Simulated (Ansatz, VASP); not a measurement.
**MgO: VASP beside Ansatz**

INCAR

```
PREC     = Accurate       # precision mode
ENCUT    = 520            # plane-wave cutoff, eV
EDIFF    = 1E-6           # SCF threshold, eV
ISMEAR   = 0              # smearing method
SIGMA    = 0.05           # smearing width, eV
LREAL    = False          # projectors in reciprocal space
LASPH    = True           # aspherical terms in the spheres
NELM     = 80             # most SCF steps
ALGO     = Normal         # electronic algorithm
ISIF     = 2              # what is computed and relaxed
LWAVE    = False          # write WAVECAR
LCHARG   = False          # write CHGCAR
GGA      = PE             # functional
NBANDS   = 11             # bands
```

File KPOINTS:

```
regular mesh
0
Gamma
  10 10 10
```

POSCAR

```
MgO
1.0
    0.0000000000      2.4059751906      2.1269229054
    2.1269229054      0.0000000000      2.1269229054
    2.1269229054      2.4059751906      0.0000000000
Mg O
1 1
Direct
    0.0000000000      0.0000000000      0.0000000000
    0.5000000000      0.5000000000      0.5000000000
```

Input for Ansatz:

```yaml
crystal:
  lattice:
    - [0.0, 2.4059751906, 2.1269229054]
    - [2.1269229054, 0.0, 2.1269229054]
    - [2.1269229054, 2.4059751906, 0.0]
  atoms:
    - { symbol: Mg, position: [0.0, 0.0, 0.0] }
    - { symbol: O, position: [0.5, 0.5, 0.5] }
basis:
  ecutwfc: 420
kpoints:
  mp_grid: { grid: [10, 10, 10] }
hamiltonian:
  xc: pbe
scf:
  occupations: { method: gaussian, width: 0.05 }
output:
  forces: true
  stress: true
  eigenvalues: true
```

Change from the starting cell: strain +0.1312 x Voigt [0, 1, 0, 0, 0, 0], atoms carried along.

Alike in both runs: task single point; functional PBE; k mesh 10 × 10 × 10; occupations gaussian, width 0.05 eV; no spin polarisation.

```csv
,VASP,Ansatz
version,VASP 6.6.1,Ansatz 0.2.0
potentials or method,"VASP PAW PBE potentials, release 64 (Mg, O), cutoff 520 eV","scalar-relativistic, plane waves, PAW"
valence electrons in the cell,8,16
```

```tsv
	VASP	Ansatz	Ansatz less VASP
gap on the k mesh at the Fermi level (eV)	3.23	3.25	+0.022
least direct gap on the mesh (eV)	3.23	3.25	+0.022
pressure (GPa)	-12.0	-11.3	+0.68
traceless stress, the component that is largest in VASP (GPa)	-4.50	-4.54	-0.042
```

VASP's potentials hold 8 valence electrons a cell and Ansatz's 16, so a difference there can come from the potentials and not from the codes.
